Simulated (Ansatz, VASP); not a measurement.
**Tc in VASP and in Ansatz**

```
CELL_PARAMETERS angstrom
2.77606 0.00000 0.00000
-1.38803 2.40414 0.00000
0.00000 0.00000 4.45588
ATOMIC_POSITIONS crystal
Tc 0.33333 0.66667 0.25000
Tc 0.66667 0.33333 0.75000
```

Change from the starting cell: volume scaled by 1.04.

Alike in both runs: task single point; functional LDA; k mesh 17 × 17 × 9; occupations fermi-dirac, width 0.08 eV; no spin polarisation.

```csv
,VASP,Ansatz
version,VASP 6.6.1,Ansatz 0.2.0
potentials or method,"VASP PAW LDA potentials, release 64 (Tc_pv), cutoff 520 eV","all-electron LAPW, scalar-relativistic"
```

Ansatz gave:

```
pressure (GPa)                                                : -22.0
traceless stress, the component that is largest in VASP (GPa) : -1.16
```

Problem. Estimate VASP's values.

Solution. Pressure (GPa): -22.0; traceless stress, the component that is largest in VASP (GPa): -1.19.

LDA's correlation is that of Perdew and Zunger in VASP and of Perdew and Wang (1992) in Ansatz. Ansatz ran all-electron here, and VASP with PAW potentials.
